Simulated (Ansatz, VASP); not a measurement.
**SiO2: VASP beside Ansatz**

```xyz
6
Lattice="-2.4733 2.4733 3.6564 2.4733 -2.4733 3.6564 2.4733 2.4733 -3.6564" Properties=species:S:1:pos:R:3 pbc="T T T"
Si    0.0000    0.0000    0.0000
Si    0.0000    2.4733    1.8282
O     1.2367    2.9588    2.7423
O     0.4855    1.2367    0.9141
O    -1.2367    1.9879    2.7423
O    -0.4855    3.7100    0.9141
```

Alike in both runs: functional r2SCAN; k mesh 8 × 8 × 8; occupations gaussian, width 0.02 eV; no spin polarisation.

Ansatz relaxed the structure, and its values are those at the end. VASP's run is a single point on that final structure, the one shown.

```csv
,VASP,Ansatz
version,VASP 6.6.1,Ansatz 0.2.0
potentials or method,"VASP PAW PBE potentials, release 64 (Si, O), cutoff 660 eV","scalar-relativistic, plane waves, PAW"
valence electrons in the cell,32,32
```

|  | VASP | Ansatz | Ansatz less VASP |
| --- | --- | --- | --- |
| gap on the k mesh at the Fermi level (eV) | 6.56 | 6.56 | -0.001 |
| least direct gap on the mesh (eV) | 6.56 | 6.56 | -0.001 |
| pressure (GPa) | -0.1 | 0.0 | +0.11 |
| rms of the force components (eV/Å) | 0.004 | 0.000 | -0.0032 |

VASP's potentials were made for PBE, not for r2SCAN.
